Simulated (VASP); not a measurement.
Rb, 1 atom in the cell. The structure is orthorhombic, space group Fmmm (No. 69). Conventional cell: a = 5.612 Å, b = 7.639 Å, c = 8.234 Å, α = 90.00°, β = 90.00°, γ = 90.00°.  This cell differs from its parent crystal: strain -0.0750 x Voigt [0, 0, 0, 1, 0, 0].

| Quantity | Value |
| --- | --- |
| Program | VASP 6.6.1 |
| Task | single point |
| Functional | PBE |
| Potentials or basis | VASP PAW PBE potentials, release 64 (Rb_sv) |
| Cutoff | 520 eV |
| k mesh | 12 × 12 × 12 |
| Occupations | gaussian, width 0.15 eV |
| Spin | no spin polarisation |
| Dipole correction | no |
| Further INCAR settings | ALGO = Fast; EDIFF = 1e-07; NBANDS = 10 |

Potentials or basis: VASP PAW PBE potentials, release 64 (Rb_sv).

Command:

```console
$ cat potpaw_PBE.64/Rb_sv/POTCAR > POTCAR
$ mpirun -np 1 vasp_std > vasp.out
```

Hardware: 1 thread of Oxide Virtual Turin-like Processor, on a shared host.

Question: How long does it take, and how much memory?

Answer: Run time: 5.8 min on 1 thread of Oxide Virtual Turin-like Processor, with other jobs on the host, peak memory 0.36 GiB. Counts: scf iterations 13, k points 280.
